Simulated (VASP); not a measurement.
# Pt (R-3m) in VASP: notebook

The runs below take Pt through single point, with PBEsol.

Program: VASP 6.6.1. These are calculated values, not measurements. Logs are shortened: lines on timing, memory, paths and dates and some standing lists are left out, and cuts for length are marked.

### Step 1. The cell of the first run

Symmetry: R-3m, No. 166, trigonal system. Conventional cell: a = 5.382 Å, b = 5.382 Å, c = 1.818 Å, α = 90.00°, β = 90.00°, γ = 120.00°. Within 2.4 Å of Pt (site symmetry -3m) lie 2 Pt at 1.82 Å.

### Step 2. Single point, PBEsol (15.20 Å³/atom)

File INCAR:

```
  PREC = Accurate
  ENCUT = 570
  EDIFF = 1E-6
  ISMEAR = 0
  SIGMA = 0.15
  LREAL = False
  LASPH = True
  NELM = 120
  ALGO = Normal
  ISIF = 2
  LWAVE = False
  LCHARG = False
  GGA = PS
  NBANDS = 15
  GGA_COMPAT = False
```

File KPOINTS:

```
Automatic mesh
0
Gamma
  22 22 22
```

File POSCAR:

```
Pt
1.0
   -2.1872991327      1.6183539908      1.6183539908
    1.6183539908     -2.1872991327      1.6183539908
    1.6183539908      1.6183539908     -2.1872991327
Pt
1
Direct
    0.0000000000      0.0000000000      0.0000000000
```

Potentials or basis: VASP PAW PBE potentials, release 64 (Pt_sv_GW).

Started as:

```sh
cat potpaw_PBE.64/Pt_sv_GW/POTCAR > POTCAR
mpirun -np 1 vasp_std > vasp.out
```

OUTCAR:

```text
PREC = Accurate
   ENCUT = 570
   EDIFF = 1E-6
   ISMEAR = 0
   LREAL = False
   LASPH = True
   NELM = 120
   ISIF = 2
   GGA = PS

 ion  position               nearest neighbor table
   1  0.000  0.000  0.000-

  LATTYP: Found a trigonal (rhomboedric) cell.
 ALAT       =     3.1658200794
 COS(alpha) =    -0.4450602107

  Lattice vectors:

 A1 = (  -2.1872991327,   1.6183539908,   1.6183539908)
 A2 = (   1.6183539908,  -2.1872991327,   1.6183539908)
 A3 = (   1.6183539908,   1.6183539908,  -2.1872991327)

Analysis of symmetry for initial positions (statically):
=====================================================================
 Subroutine PRICEL returns:
 Original cell was already a primitive cell.

 Routine SETGRP: Setting up the symmetry group for a
 trigonal (rhombohedral) supercell.

 Subroutine GETGRP returns: Found 12 space group operations
 (whereof 12 operations were pure point group operations)
 out of a pool of 12 trial point group operations.

The static configuration has the point symmetry D_3d.

Analysis of symmetry for dynamics (positions and initial velocities):
=====================================================================
 Subroutine PRICEL returns:
 Original cell was already a primitive cell.

 Routine SETGRP: Setting up the symmetry group for a
 trigonal (rhombohedral) supercell.

 Subroutine GETGRP returns: Found 12 space group operations
 (whereof 12 operations were pure point group operations)
 out of a pool of 12 trial point group operations.

The dynamic configuration has the point symmetry D_3d.

 Subroutine INISYM returns: Found 12 space group operations
 (whereof 12 operations are pure point group operations),
 and found     1 'primitive' translations

----------------------------------------------------------------------------------------

                                     Primitive cell

  volume of cell :      15.1986

  direct lattice vectors                    reciprocal lattice vectors
    -2.187299133  1.618353991  1.618353991     0.142461158  0.405228144  0.405228144
     1.618353991 -2.187299133  1.618353991     0.405228144  0.142461158  0.405228144
     1.618353991  1.618353991 -2.187299133     0.405228144  0.405228144  0.142461158

  length of vectors
     3.165820079  3.165820079  3.165820079     0.590520854  0.590520854  0.590520854

  position of ions in fractional coordinates (direct lattice)
     0.000000000  0.000000000  0.000000000

  ion indices of the primitive-cell ions
   primitive index   ion index
                 1           1

----------------------------------------------------------------------------------------
[... 84 lines left out ...]
   EFERMI =   0.00;   METHOD = LEGACY
   ISMEAR =     0;   SIGMA  =   0.15  broadening in eV -4-tet -1-fermi 0-gaus
   EFERMI_NEDOS =   21; number of points for ismear=-14 and -15
   IALGO  =     38    algorithm
   IMIX   =      4    mixing-type and parameters
     AMIX     =   0.40;   BMIX     =  1.00
     AMIX_MAG =   1.60;   BMIX_MAG =  1.00
  volume/ion in A,a.u.               =      15.20       102.57
  Fermi-wavevector in a.u.,A,eV,Ry     =   1.732067  3.273132 40.818229  3.000055
  Thomas-Fermi vector in A             =   2.806314
   LORBIT       =      0    0 simple, 1 ext, 2 COOP (PROOUT), +10 PAW based schemes
   GGA     = PS    functional components
   LHFCALC =     F    Hartree Fock is set to
   AEXX    =    0.0000 exact exchange contribution
   IVDW    =     0    specifies the selected vdW correction
   LEPSILON=     F    determine dielectric tensor
   LRPA    =     F    only Hartree local field effects (RPA)
 non-spin polarized calculation
 Gauss-broadening in eV      SIGMA  =   0.15
  energy-cutoff  :      570.00
  volume of cell :       15.20
 maximum number of plane-waves:       485
 NGX is ok and might be reduce to    28
   NGX = 13   NGY = 13   NGZ = 13

 number of electron      17.9999999 magnetization

 Free energy of the ion-electron system (eV)
  ---------------------------------------------------
  ext. energy  EPLUGINS =         0.00000000
  ---------------------------------------------------
  free energy    TOTEN  =         2.52149451 eV

  energy without entropy =        2.52744933  energy(sigma->0) =        2.52447192

 E-fermi :  11.5453     XC(G=0): -13.7905

 val. band max:       11.5442123505   @ k =  -0.4545   0.4091   0.0455
 cond. band min:      11.5475027315   @ k =  -0.4091   0.4545   0.3182
 fundamental gap:      0.0032903810
 Fermi energy:        11.5453311009

 k-point     1 :       0.0000    0.0000    0.0000
  band No.  band energies     occupation
      1     -90.4538      2.00000
      2     -43.7388      2.00000
      3     -43.7388      2.00000
      4     -40.3960      2.00000
      5      -3.3780      2.00000
      6       0.9091      2.00000
      7       4.9131      2.00000
      8       4.9131      2.00000
      9      14.7649      0.00000
     10      14.7649      0.00000
     11      21.7371      0.00000
     12      24.6335      0.00000
     13      24.6335      0.00000
     14      32.7954      0.00000
[... 401 lines left out ...]
      2     -49.8823      2.00000
      3     -42.3984      2.00000
      4     -42.3699      2.00000
      5      -0.2488      2.00000
      6       0.2640      2.00000
      7       8.3847      2.00000
      8       8.8228      2.00000
      9      10.4324      2.00000
     10      16.3648      0.00000
     11      24.0858      0.00000
     12      26.7961      0.00000
     13      27.3327      0.00000
     14      32.4154      0.00000
     15      33.0334      0.00000

 [... further k-points ...]

------------------------ aborting loop because EDIFF is reached ----------------------------------------

  FORCE on cell =-STRESS in cart. coord.  units (eV):
  Direction    XX          YY          ZZ          XY          YZ          ZX
  --------------------------------------------------------------------------------------
  -------------------------------------------------------------------------------------
  Total       26.4176289     26.4176289     26.4176289     25.0009855     25.0009855     25.0009855
  in kB     2784.8467056   2784.8467056   2784.8467056   2635.5095032   2635.5095032   2635.5095032
  external PRESSURE =    2784.8467056 kB  Pullay stress =       0.0000000 kB

 VOLUME and BASIS-vectors are now :
 -----------------------------------------------------------------------------
  energy-cutoff  :      570.00
  volume of cell :       15.20
      direct lattice vectors                 reciprocal lattice vectors
    -2.187299133  1.618353991  1.618353991     0.142461158  0.405228144  0.405228144
     1.618353991 -2.187299133  1.618353991     0.405228144  0.142461158  0.405228144
     1.618353991  1.618353991 -2.187299133     0.405228144  0.405228144  0.142461158

 POSITION                                       TOTAL-FORCE (eV/Angst)
 -----------------------------------------------------------------------------------
      0.00000      0.00000      0.00000        -0.000000      0.000000      0.000000
 -----------------------------------------------------------------------------------
    total drift:                                0.000000     -0.000000      0.000000

  FREE ENERGIE OF THE ION-ELECTRON SYSTEM (eV)
  ---------------------------------------------------
  free  energy   TOTEN  =         2.5214945111 eV

  energy  without entropy=        2.5274493322  energy(sigma->0) =        2.52447192
```

OSZICAR:

```text
N       E                     dE             d eps       ncg     rms          rms(c)
DAV:   1     0.170974942887E+03    0.17097E+03   -0.13481E+04 31962   0.139E+03
DAV:   2     0.465575346594E+01   -0.16632E+03   -0.15961E+03 37636   0.474E+02
DAV:   3     0.155265092751E+01   -0.31031E+01   -0.30949E+01 35550   0.618E+01
DAV:   4     0.154549640281E+01   -0.71545E-02   -0.71542E-02 38399   0.350E+00
DAV:   5     0.154547059050E+01   -0.25812E-04   -0.25810E-04 35837   0.188E-01    0.137E+02
DAV:   6     0.246837405098E+01    0.92290E+00   -0.15033E+00 38021   0.118E+01    0.840E+01
DAV:   7     0.248657142358E+01    0.18197E-01   -0.54268E-01 39407   0.727E+00    0.107E+01
DAV:   8     0.251950460022E+01    0.32933E-01   -0.81747E-02 35753   0.336E+00    0.355E+00
DAV:   9     0.252134032352E+01    0.18357E-02   -0.89039E-03 39099   0.112E+00    0.265E+00
DAV:  10     0.252149111557E+01    0.15079E-03   -0.62440E-04 34381   0.366E-01    0.102E-01
DAV:  11     0.252149458024E+01    0.34647E-05   -0.18780E-05 39582   0.488E-02    0.605E-02
DAV:  12     0.252149451114E+01   -0.69098E-07   -0.51260E-07 20582   0.865E-03
   1 F= 0.25214945E+01 E0= 0.25244719E+01  d E =-.595482E-02
```

It took 4.4 min on 1 thread of Intel Xeon Platinum 8488C (Sapphire Rapids), shared host; peak memory 0.39 GiB.

What came out:

| Property | Result |
| --- | --- |
| Free energy | 2.5215 eV |
| Pressure | 278.5 GPa |
| Band gap on the k mesh | zero (bands 9 and 10 overlap by 7.86 eV) |

Levels at points of the mesh, in eV from the Fermi level:
```tsv
k point	band 7	band 8	band 9	band 10	band 11	band 12
(0.00, 0.00, 0.00)	-6.63	-6.63	3.22	3.22	10.19	13.09
(0.50, 0.00, 0.00)	-2.63	-2.04	0.24	4.25	12.28	16.39
(0.50, 0.50, 0.00)	-4.36	-3.00	-1.49	3.25	3.36	7.05
(0.50, 0.50, 0.50)	-1.93	-1.93	2.59	9.22	9.22	10.93
```

Caveat: atoms lie so close that the PAW spheres overlap strongly, which falsifies energies and pressures; the cell stands under pressure; the PAW data sets were made with another functional, which shifts forces and pressure a little; spin-orbit coupling is left out, which moves the levels of the heavy elements.

(Part 1 of 3 ends here.)

The gap in the log of VASP goes by the Fermi energy; the results here count the filled bands.